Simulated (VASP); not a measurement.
A run of VASP 6.6.1 is set up as follows.

File INCAR:

```
ALGO = Normal
EDIFF = 1E-6
EDIFFG = -0.01
ENCUT = 600
GGA = PE
IBRION = 2
ISIF = 3
ISMEAR = -1
LASPH = True
LCHARG = False
LREAL = False
LWAVE = False
NELM = 80
NSW = 60
PREC = Accurate
SIGMA = 0.05
```

KPOINTS

```
k-points
0
Gamma
  10 10 10
```

Contents of POSCAR:

```
Sb
1.0
   -1.8713408863      1.8713408863      1.8713408863
    1.8713408863     -1.8713408863      1.8713408863
    1.8713408863      1.8713408863     -1.8713408863
Sb
1
Direct
    0.0000000000      0.0000000000      0.0000000000
```

Potentials or basis: VASP PAW PBE potentials, release 64 (Sb).

The run is started by

```console
$ cat potpaw_PBE.64/Sb/POTCAR > POTCAR
$ mpirun -np 1 vasp_std > vasp.out
```

(1) Estimate the relaxed volume.

(2) Predict the relaxed cell.

(3) Predict the space group after relaxing (to 0.05 Å).

Results:

(1) 27.44 Å³/atom.

(2) a = 3.291 Å, b = 3.291 Å, c = 3.291 Å, α = 109.47°, β = 109.47°, γ = 109.47°.

(3) Im-3m (No. 229).
